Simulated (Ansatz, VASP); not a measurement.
**TiAl3 in VASP and in Ansatz**

```
Ti Al
1.0
     2.87705    0.00000    0.00000
     0.00000    4.74287    0.00000
     0.00000    0.00000    4.96523
Ti Al
1 3
Cartesian
  0.0000 2.3714 0.8238
  0.0000 0.0000 4.1504
  1.4385 0.0000 1.6431
  1.4385 2.3714 3.3132
```

Alike in both runs: task single point; functional LDA; k mesh 9 × 6 × 6; occupations fermi-dirac, width 0.05 eV; no spin polarisation.

|  | VASP | Ansatz |
| --- | --- | --- |
| version | VASP 6.6.1 | Ansatz 0.2.0 |
| potentials or method | VASP PAW LDA potentials, release 64 (Ti_sv, Al) | Ansatz PAW |
| plane-wave cutoff (eV) | 520 | 420 |
| valence electrons in the cell | 21 | 21 |

VASP gave:

```
gap on the k mesh at the Fermi level (eV)                     : none
pressure (GPa)                                                : -8.1
traceless stress, the component that is largest in VASP (GPa) : -1.92
rms of the force components (eV/Å)                            : 0.037
```

Question: What did Ansatz give for the same quantities?

Answer: gap on the k mesh at the Fermi level (eV): none; pressure (GPa): -8.2; traceless stress, the component that is largest in VASP (GPa): -1.92; rms of the force components (eV/Å): 0.038.

LDA's correlation is that of Perdew and Zunger in VASP and of Perdew and Wang (1992) in Ansatz. Atom by atom the forces differ by 0.001 eV/Å (rms over components). A gap of «none» marks a metal or a gap that the smearing closes.
